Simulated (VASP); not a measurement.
**Ti: single point with r2SCAN**

The system is Ti.

```
CELL_PARAMETERS angstrom
2.93249 0.00000 0.00000
-1.46624 2.53961 0.00000
0.00000 0.00000 4.63762
ATOMIC_POSITIONS crystal
Ti 0.33333 0.66667 0.75000
Ti 0.66667 0.33333 0.25000
```

- Program: VASP 6.6.1
- Task: single point
- Functional: r2SCAN
- Potentials or basis: VASP PAW PBE potentials, release 64 (Ti_sv)
- Cutoff: 520 eV
- k mesh: 16 × 16 × 10
- Occupations: gaussian, width 0.05 eV
- Spin: no spin polarisation
- Dipole correction: no
- Further INCAR settings: ALGO = Normal; EDIFF = 1e-06; NBANDS = 19

* Pressure: 0.7 GPa
* Band gap on the k mesh: zero (bands 12 and 13 overlap by 1.22 eV)

Levels at points of the mesh, in eV from the Fermi level:
```tsv
k point	band 9	band 10	band 11	band 12	band 13	band 14	band 15	band 16
(0.00, 0.00, 0.00)	-6.63	-2.88	0.59	0.86	0.86	0.98	1.40	1.40
(0.50, 0.00, 0.00)	-2.53	-2.30	-1.96	-0.84	0.61	0.70	1.28	3.56
(0.00, 0.00, 0.50)	-4.68	-4.68	0.07	0.07	0.78	0.78	0.78	0.78
(0.50, 0.00, 0.50)	-2.70	-2.70	-0.88	-0.88	1.26	1.26	1.91	1.91
```

Wall time 4.1 min on 1 thread of AMD EPYC 9R45 96-Core Processor (Zen 5) (shared host), peak memory 0.2 GiB.

Caveat: the PAW data sets were made with another functional, which shifts forces and pressure a little.
